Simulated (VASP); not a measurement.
# BeTe2 (Pa-3) in VASP: further runs

Runs on BeTe2. Level: PBE. Tasks: single point, relaxation of cell and atoms.

All numbers are computed with VASP 6.6.1; they aren't measurements. Logs are shortened: lines on timing, memory, paths and dates and some standing lists are left out, and cuts for length are marked.

## 1. The cell of the first run

Symmetry: Pa-3, No. 205, cubic system. Conventional cell: a = 6.532 Å, b = 6.532 Å, c = 6.532 Å, α = 90.00°, β = 90.00°, γ = 90.00°. Within 3.6 Å of Be (site symmetry -3) lie 6 Te at 2.71 Å. Within 3.7 Å of Te (site symmetry 3) lie 3 Be at 2.71 Å and 7 Te at 2.80 to 3.66 Å.

## 2. Single point, PBE

INCAR reads:

```
SYSTEM = BeTe2
  PREC = Accurate
  ENCUT = 520
  EDIFF = 1E-7
  ISMEAR = 0
  SIGMA = 0.2
  LREAL = .FALSE.
  LASPH = .TRUE.
  NELM = 100
  ALGO = Normal
  ISIF = 2
  LWAVE = .FALSE.
  LCHARG = .TRUE.
  GGA = PE
  LELF = .TRUE.
  LVHAR = .TRUE.
  NBANDS = 40
```

KPOINTS reads:

```
Automatic mesh
0
G
  3 3 3
  0 0 0
```

POSCAR reads:

```
BeTe2
1.0
    6.5321108145      0.0000000000      0.0000000000
    0.0000000000      6.5321108145      0.0000000000
    0.0000000000      0.0000000000      6.5321108145
Be Te
4 8
Direct
    0.0000000000      0.0000000000      0.0000000000
    0.5000000000      0.0000000000      0.5000000000
    0.5000000000      0.5000000000      0.0000000000
    0.0000000000      0.5000000000      0.5000000000
    0.8763124973      0.1236875027      0.6236875027
    0.1236875027      0.8763124973      0.3763124973
    0.1236875027      0.6236875027      0.8763124973
    0.8763124973      0.3763124973      0.1236875027
    0.6236875027      0.8763124973      0.1236875027
    0.3763124973      0.1236875027      0.8763124973
    0.6236875027      0.6236875027      0.6236875027
    0.3763124973      0.3763124973      0.3763124973
```

Potentials or basis: VASP PAW PBE potentials, release 64 (Be, Te).

Launch:

```
$ cat potpaw_PBE.64/Be/POTCAR potpaw_PBE.64/Te/POTCAR > POTCAR
$ mpirun -np 1 vasp_std > vasp.out
```

OUTCAR:

```text
SYSTEM = BeTe2
   PREC = Accurate
   ENCUT = 520
   EDIFF = 1E-7
   ISMEAR = 0
   LREAL = .FALSE.
   LASPH = .TRUE.
   NELM = 100
   ISIF = 2
   GGA = PE

 ion  position               nearest neighbor table
   1  0.000  0.000  0.000-   5 2.71   6 2.71   7 2.71   8 2.71   9 2.71  10 2.71
   2  0.500  0.000  0.500-   5 2.71   6 2.71   9 2.71  10 2.71  11 2.71  12 2.71
   3  0.500  0.500  0.000-   7 2.71   8 2.71   9 2.71  10 2.71  11 2.71  12 2.71
   4  0.000  0.500  0.500-   5 2.71   6 2.71   7 2.71   8 2.71  11 2.71  12 2.71
   5  0.876  0.124  0.624-   1 2.71   2 2.71   4 2.71   6 2.80   8 3.66  10 3.66  11 3.66   8 3.66
                            11 3.66  10 3.66
   6  0.124  0.876  0.376-   1 2.71   2 2.71   4 2.71   5 2.80   7 3.66   9 3.66  12 3.66   7 3.66
                            12 3.66   9 3.66
   7  0.124  0.624  0.876-   1 2.71   3 2.71   4 2.71   8 2.80   6 3.66  10 3.66  11 3.66   6 3.66
                            10 3.66  11 3.66
   8  0.876  0.376  0.124-   1 2.71   3 2.71   4 2.71   7 2.80   5 3.66   9 3.66  12 3.66   5 3.66
                             9 3.66  12 3.66
   9  0.624  0.876  0.124-   1 2.71   2 2.71   3 2.71  10 2.80   8 3.66   6 3.66  11 3.66  11 3.66
                             8 3.66   6 3.66
  10  0.376  0.124  0.876-   1 2.71   2 2.71   3 2.71   9 2.80   7 3.66   5 3.66  12 3.66  12 3.66
                             7 3.66   5 3.66
  11  0.624  0.624  0.624-   2 2.71   3 2.71   4 2.71  12 2.80   7 3.66   9 3.66   5 3.66   9 3.66
                             5 3.66   7 3.66
  12  0.376  0.376  0.376-   2 2.71   3 2.71   4 2.71  11 2.80   8 3.66  10 3.66   6 3.66  10 3.66
                             6 3.66   8 3.66

  LATTYP: Found a simple cubic cell.
 ALAT       =     6.5321108145

  Lattice vectors:

 A1 = (   6.5321108145,   0.0000000000,   0.0000000000)
 A2 = (   0.0000000000,   6.5321108145,   0.0000000000)
 A3 = (   0.0000000000,   0.0000000000,   6.5321108145)

Analysis of symmetry for initial positions (statically):
=====================================================================
 Subroutine PRICEL returns:
 Original cell was already a primitive cell.

 Routine SETGRP: Setting up the symmetry group for a
 simple cubic supercell.

 Subroutine GETGRP returns: Found 24 space group operations
 (whereof  6 operations were pure point group operations)
 out of a pool of 48 trial point group operations.

The static configuration has the point symmetry S_6 .
 The point group associated with its full space group is T_h .

Analysis of symmetry for dynamics (positions and initial velocities):
=====================================================================
 Subroutine PRICEL returns:
 Original cell was already a primitive cell.

 Routine SETGRP: Setting up the symmetry group for a
 simple cubic supercell.

 Subroutine GETGRP returns: Found 24 space group operations
 (whereof  6 operations were pure point group operations)
 out of a pool of 48 trial point group operations.

The dynamic configuration has the point symmetry S_6 .
 The point group associated with its full space group is T_h .

 Subroutine INISYM returns: Found 24 space group operations
 (whereof  6 operations are pure point group operations),
 and found     1 'primitive' translations

----------------------------------------------------------------------------------------

                                     Primitive cell

  volume of cell :     278.7152

  direct lattice vectors                    reciprocal lattice vectors
     6.532110815  0.000000000  0.000000000     0.153089871  0.000000000  0.000000000
     0.000000000  6.532110815  0.000000000     0.000000000  0.153089871  0.000000000
     0.000000000  0.000000000  6.532110815     0.000000000  0.000000000  0.153089871

  length of vectors
     6.532110815  6.532110815  6.532110815     0.153089871  0.153089871  0.153089871

  position of ions in fractional coordinates (direct lattice)
     0.000000000  0.000000000  0.000000000
     0.500000000  0.000000000  0.500000000
     0.500000000  0.500000000  0.000000000
     0.000000000  0.500000000  0.500000000
     0.876312497  0.123687503  0.623687503
     0.123687503  0.876312497  0.376312497
     0.123687503  0.623687503  0.876312497
     0.876312497  0.376312497  0.123687503
     0.623687503  0.876312497  0.123687503
     0.376312497  0.123687503  0.876312497
     0.623687503  0.623687503  0.623687503
     0.376312497  0.376312497  0.376312497

  ion indices of the primitive-cell ions
   primitive index   ion index
                 1           1
                 2           2
                 3           3
                 4           4
                 5           5
                 6           6
                 7           7
                 8           8
                 9           9
                10          10
                11          11
                12          12

[... 46 lines left out ...]
   LSORBIT =      F    spin-orbit coupling
   LASPH  =      T    aspherical Exc in radial PAW
   ENCUT  =  520.0 eV  38.22 Ry    6.18 a.u.  12.15 12.15 12.15*2*pi/ulx,y,z
   NELM   =    100;   NELMIN=  2; NELMDL= -5     # of ELM steps
   EDIFF  = 0.1E-06   stopping-criterion for ELM
   LREAL  =      F    real-space projection
   EDIFFG = 0.1E-05   stopping-criterion for IOM
   NSW    =      0    number of steps for IOM
   IBRION =     -1    ionic relax: 0-MD 1-quasi-New 2-CG
   NFREE  =      0    steps in history (QN), initial steepest desc. (CG)
   ISIF   =      2    stress and relaxation
   ISYM   =      2    0-nonsym 1-usesym 2-fastsym
   POTIM  = 0.5000    time-step for ionic-motion
   TEBEG  =    0.0;   TEEND  =   0.0 temperature during run
   PSTRESS=    0.0 pullay stress
   NELECT =      56.0000    total number of electrons
   NUPDOWN=      -1.0000    fix difference up-down
   EMIN   =  10.00;   EMAX   =-10.00  energy-range for DOS
   EFERMI =   0.00;   METHOD = LEGACY
   ISMEAR =     0;   SIGMA  =   0.20  broadening in eV -4-tet -1-fermi 0-gaus
   EFERMI_NEDOS =   21; number of points for ismear=-14 and -15
   IALGO  =     38    algorithm
   IMIX   =      4    mixing-type and parameters
     AMIX     =   0.40;   BMIX     =  1.00
     AMIX_MAG =   1.60;   BMIX_MAG =  1.00
  volume/ion in A,a.u.               =      23.23       156.74
  Fermi-wavevector in a.u.,A,eV,Ry     =   0.958850  1.811964 12.509103  0.919393
  Thomas-Fermi vector in A             =   2.087994
   LORBIT       =      0    0 simple, 1 ext, 2 COOP (PROOUT), +10 PAW based schemes
   GGA     = PE    functional components
   LHFCALC =     F    Hartree Fock is set to
   AEXX    =    0.0000 exact exchange contribution
   IVDW    =     0    specifies the selected vdW correction
   LEPSILON=     F    determine dielectric tensor
   LRPA    =     F    only Hartree local field effects (RPA)
 non-spin polarized calculation
 Gauss-broadening in eV      SIGMA  =   0.20
  energy-cutoff  :      520.00
  volume of cell :      278.72
 maximum number of plane-waves:      7521
 NGX is ok and might be reduce to    50
   NGX = 25   NGY = 25   NGZ = 25

 number of electron      56.0000008 magnetization

 Free energy of the ion-electron system (eV)
  ---------------------------------------------------
  ext. energy  EPLUGINS =         0.00000000
  ---------------------------------------------------
  free energy    TOTEN  =       -39.87757559 eV

  energy without entropy =      -39.84177641  energy(sigma->0) =      -39.85967600

 E-fermi :   7.4435     XC(G=0):  -9.7759

 val. band max:        7.3144079784   @ k =   0.0000   0.0000   0.0000
 cond. band min:       7.6559424130   @ k =   0.3333   0.3333   0.3333
 fundamental gap:      0.3415344346
 Fermi energy:         7.4435490390

 k-point     1 :       0.0000    0.0000    0.0000
  band No.  band energies     occupation
      1      -6.5331      2.00000
      2      -4.6683      2.00000
      3      -4.6683      2.00000
      4      -4.6683      2.00000
      5      -3.6446      2.00000
      6      -3.6446      2.00000
[... 32 lines left out ...]
     39      12.0785      0.00000
[... 128 lines left out ...]
     39      11.0239      0.00000
     40      11.5828      0.00000

------------------------ aborting loop because EDIFF is reached ----------------------------------------

  FORCE on cell =-STRESS in cart. coord.  units (eV):
  Direction    XX          YY          ZZ          XY          YZ          ZX
  --------------------------------------------------------------------------------------
  -------------------------------------------------------------------------------------
  Total        0.2099491      0.2099491      0.2099491      0.0000000     -0.0000000      0.0000000
  in kB        1.2068795      1.2068795      1.2068795      0.0000000     -0.0000000      0.0000000
  external PRESSURE =       1.2068795 kB  Pullay stress =       0.0000000 kB

 VOLUME and BASIS-vectors are now :
 -----------------------------------------------------------------------------
  energy-cutoff  :      520.00
  volume of cell :      278.72
      direct lattice vectors                 reciprocal lattice vectors
     6.532110815  0.000000000  0.000000000     0.153089871  0.000000000  0.000000000
     0.000000000  6.532110815  0.000000000     0.000000000  0.153089871  0.000000000
     0.000000000  0.000000000  6.532110815     0.000000000  0.000000000  0.153089871

 POSITION                                       TOTAL-FORCE (eV/Angst)
 -----------------------------------------------------------------------------------
      0.00000      0.00000      0.00000        -0.000000     -0.000000      0.000000
      3.26606      0.00000      3.26606        -0.000000     -0.000000      0.000000
      3.26606      3.26606      0.00000        -0.000000     -0.000000      0.000000
      0.00000      3.26606      3.26606        -0.000000     -0.000000      0.000000
      5.72417      0.80794      4.07400        -0.018492      0.018492      0.018492
      0.80794      5.72417      2.45811         0.018492     -0.018492     -0.018492
      0.80794      4.07400      5.72417         0.018492      0.018492     -0.018492
      5.72417      2.45811      0.80794        -0.018492     -0.018492      0.018492
      4.07400      5.72417      0.80794         0.018492     -0.018492      0.018492
      2.45811      0.80794      5.72417        -0.018492      0.018492     -0.018492
      4.07400      4.07400      4.07400         0.018492      0.018492      0.018492
      2.45811      2.45811      2.45811        -0.018492     -0.018492     -0.018492
 -----------------------------------------------------------------------------------
    total drift:                                0.000000      0.000000      0.000000

  FREE ENERGIE OF THE ION-ELECTRON SYSTEM (eV)
  ---------------------------------------------------
  free  energy   TOTEN  =       -39.8775755861 eV

  energy  without entropy=      -39.8417764095  energy(sigma->0) =      -39.85967600
```

Run time: 36 s. Hardware: 1 thread of Intel Xeon 6975P-C (Granite Rapids), shared host; peak memory 0.34 GiB.

Results:

* Free energy: -39.8776 eV
* Pressure: 0.1 GPa
* Largest force: 0.032 eV/Å
* Band gap on the k mesh: zero (filled and empty bands touch)

Forces in eV/Å, atoms in the order of the input:
```
Be   0.000  0.000  0.000
Be   0.000  0.000  0.000
Be   0.000  0.000  0.000
Be   0.000  0.000  0.000
Te  -0.018  0.018  0.018
Te   0.018 -0.018 -0.018
Te   0.018  0.018 -0.018
Te  -0.018 -0.018  0.018
Te   0.018 -0.018  0.018
Te  -0.018  0.018 -0.018
Te   0.018  0.018  0.018
Te  -0.018 -0.018 -0.018
```

Caveat: semilocal functionals underestimate gaps, so a narrow gap can read as zero; spin-orbit coupling is left out, which moves the levels of the heavy elements.

## 3. Relaxation of cell and atoms, PBE

This run uses another cell than the first one, of 24.18 Å³/atom.

INCAR reads:

```
PREC = Accurate ; ENCUT = 600
EDIFF = 1E-6 ; ISMEAR = 0
SIGMA = 0.2 ; LREAL = F
LASPH = T ; NELM = 80
ALGO = Normal ; ISIF = 3
LWAVE = F ; LCHARG = F
GGA = PE ; IBRION = 2
NSW = 36 ; EDIFFG = -0.08
```

KPOINTS reads:

```
regular mesh
0
Gamma
  3 3 3
```

POSCAR reads:

```
BeTe2
1.0
    6.6200000000      0.0000000000      0.0000000000
    0.0000000000      6.6200000000      0.0000000000
    0.0000000000      0.0000000000      6.6200000000
Be Te
4 8
Direct
    0.0000000000      0.0000000000      0.0000000000
    0.5000000000      0.0000000000      0.5000000000
    0.5000000000      0.5000000000      0.0000000000
    0.0000000000      0.5000000000      0.5000000000
    0.8800000000      0.1200000000      0.6200000000
    0.1200000000      0.8800000000      0.3800000000
    0.1200000000      0.6200000000      0.8800000000
    0.8800000000      0.3800000000      0.1200000000
    0.6200000000      0.8800000000      0.1200000000
    0.3800000000      0.1200000000      0.8800000000
    0.6200000000      0.6200000000      0.6200000000
    0.3800000000      0.3800000000      0.3800000000
```

Potentials or basis: VASP PAW PBE potentials, release 64 (Be, Te).

Launch:

```
$ cat potpaw_PBE.64/Be/POTCAR potpaw_PBE.64/Te/POTCAR > POTCAR
$ mpirun -np 1 vasp_std > vasp.out
```

It took 2.1 min on 1 thread of Intel Xeon 6975P-C (Granite Rapids), shared host; peak memory 0.43 GiB.

The run converged. Its results:

| Item | Value |
| --- | --- |
| Free energy | -39.8774 eV |
| Relaxed volume | 23.28 Å³/atom |
| Relaxed cell | a = 6.537 Å, b = 6.537 Å, c = 6.537 Å, α = 90.00°, β = 90.00°, γ = 90.00° |
| Space group after relaxing (to 0.1 Å) | Pa-3 (No. 205) |
| Energy gained by relaxing | 9.3 meV/atom |
| Ionic steps | 4 |
| Pressure after relaxing | -0.2 GPa |
| Largest force after relaxing | 0.051 eV/Å |
| Band gap on the k mesh | zero (filled and empty bands touch) |

Forces in eV/Å, atoms in the order of the input:
```
Be   0.000  0.000  0.000
Be   0.000  0.000  0.000
Be   0.000  0.000  0.000
Be   0.000  0.000  0.000
Te   0.029 -0.029 -0.029
Te  -0.029  0.029  0.029
Te  -0.029 -0.029  0.029
Te   0.029  0.029 -0.029
Te  -0.029  0.029 -0.029
Te   0.029 -0.029  0.029
Te  -0.029 -0.029 -0.029
Te   0.029  0.029  0.029
```

Step by step:
| step | energy change (eV) | largest force (eV/Å) | pressure (GPa) | volume (Å³) |
| --- | --- | --- | --- | --- |
| 1 | 0.0000 | 0.3943 | -1.23 | 290.12 |
| 2 | -0.0840 | 0.2676 | -0.16 | 282.42 |
| 3 | -0.0996 | 0.1854 | 0.68 | 277.27 |
| 4 | -0.1111 | 0.0508 | -0.17 | 279.40 |

Final structure:
```
Be Te
1.0
     6.53744    0.00000    0.00000
     0.00000    6.53744    0.00000
     0.00000    0.00000    6.53744
Be Te
4 8
Direct
  0.00000 0.00000 0.00000
  0.50000 0.00000 0.50000
  0.50000 0.50000 0.00000
  0.00000 0.50000 0.50000
  0.87577 0.12423 0.62423
  0.12423 0.87577 0.37577
  0.12423 0.62423 0.87577
  0.87577 0.37577 0.12423
  0.62423 0.87577 0.12423
  0.37577 0.12423 0.87577
  0.62423 0.62423 0.62423
  0.37577 0.37577 0.37577
```

Levels at points of the mesh, in eV from the Fermi level:
| k point | band 24 | band 25 | band 26 | band 27 | band 28 | band 29 | band 30 | band 31 | band 32 | band 33 |
| --- | --- | --- | --- | --- | --- | --- | --- | --- | --- | --- |
| (0.00, 0.00, 0.00) | -1.23 | -1.23 | -1.23 | -0.25 | -0.12 | -0.12 | 1.86 | 2.03 | 2.03 | 2.03 |

Caveat: semilocal functionals underestimate gaps, so a narrow gap can read as zero; spin-orbit coupling is left out, which moves the levels of the heavy elements; the relaxation stopped at a loose force limit of 0.08 eV/Å, so its end isn't a converged minimum.

## 4. Single point, PBE

INCAR reads:

```
PREC = Accurate
ENCUT = 520
EDIFF = 1E-6
ISMEAR = 0
SIGMA = 0.1
LREAL = False
LASPH = True
NELM = 60
ALGO = Normal
ISIF = 2
LWAVE = False
LCHARG = True
GGA = PE
LELF = True
LVHAR = True
NBANDS = 40
```

KPOINTS reads:

```
regular mesh
0
Gamma
  6 6 6
```

POSCAR reads:

```
BeTe2
1.0
    6.5333255475      0.0000000000      0.0000000000
    0.0000000000      6.5333255475      0.0000000000
    0.0000000000      0.0000000000      6.5333255475
Be Te
4 8
Direct
    0.0000000000      0.0000000000      0.0000000000
    0.5000000000      0.0000000000      0.5000000000
    0.5000000000      0.5000000000      0.0000000000
    0.0000000000      0.5000000000      0.5000000000
    0.8762215350      0.1237784650      0.6237784650
    0.1237784650      0.8762215350      0.3762215350
    0.1237784650      0.6237784650      0.8762215350
    0.8762215350      0.3762215350      0.1237784650
    0.6237784650      0.8762215350      0.1237784650
    0.3762215350      0.1237784650      0.8762215350
    0.6237784650      0.6237784650      0.6237784650
    0.3762215350      0.3762215350      0.3762215350
```

Launch:

```
$ cat potpaw_PBE.64/Be/POTCAR potpaw_PBE.64/Te/POTCAR > POTCAR
$ mpirun -np 1 vasp_std > vasp.out
```

Run time: 2.4 min. Hardware: 1 thread of Intel Xeon 6975P-C (Granite Rapids), shared host; peak memory 0.46 GiB.

The run converged. Its results:

```
Free energy            : -39.9490 eV
Pressure               : 0.0 GPa
Largest force          : 0.010 eV/Å
Band gap on the k mesh : zero (bands 28 and 29 overlap by 0.02 eV)
```

Forces on the atoms (eV/Å):
```
Be   0.000  0.000  0.000
Be   0.000  0.000  0.000
Be   0.000  0.000  0.000
Be   0.000  0.000  0.000
Te  -0.006  0.006  0.006
Te   0.006 -0.006 -0.006
Te   0.006  0.006 -0.006
Te  -0.006 -0.006  0.006
Te   0.006 -0.006  0.006
Te  -0.006  0.006 -0.006
Te   0.006  0.006  0.006
Te  -0.006 -0.006 -0.006
```

Levels at points of the mesh, in eV from the Fermi level:
| k point | band 26 | band 27 | band 28 | band 29 | band 30 | band 31 |
| --- | --- | --- | --- | --- | --- | --- |
| (0.00, 0.00, 0.00) | -1.23 | -0.22 | -0.12 | -0.12 | 1.88 | 2.06 |
| (0.50, 0.00, 0.00) | -1.38 | -0.10 | -0.10 | 0.62 | 0.62 | 1.05 |
| (0.50, 0.50, 0.00) | -1.60 | -1.60 | -1.60 | 0.79 | 0.79 | 0.79 |
| (0.50, 0.50, 0.50) | -1.73 | -1.73 | -1.73 | 0.11 | 0.11 | 0.11 |

Caveat: semilocal functionals underestimate gaps, so a narrow gap can read as zero; spin-orbit coupling is left out, which moves the levels of the heavy elements.

## 5. Summary

```csv
task,cell,k mesh,cutoff (eV),smearing,gap on the mesh (eV),pressure (GPa),largest force (eV/Å)
single point,"a = 6.532 Å, 12 atoms, atomic positions A",3 × 3 × 3,520,gaussian 0.2 eV,none,0.1,0.03
relaxation of cell and atoms,"relaxed from a = 6.620 Å, 12 atoms, atomic positions B",3 × 3 × 3,600,gaussian 0.2 eV,none,-0.2,0.05
single point,"a = 6.533 Å, 12 atoms, atomic positions A",6 × 6 × 6,520,gaussian 0.1 eV,none,0.0,0.01
```

Alike in all rows: level PBE; potentials or basis VASP PAW PBE potentials, release 64 (Be, Te); no spin polarisation.

Caveats: semilocal functionals underestimate gaps, so a narrow gap can read as zero; spin-orbit coupling is left out, which moves the levels of the heavy elements; the relaxation stopped at a loose force limit of 0.08 eV/Å, so its end isn't a converged minimum (at least some runs).

Total energies depend on the potentials used, so only differences within one code and one set of settings carry meaning.
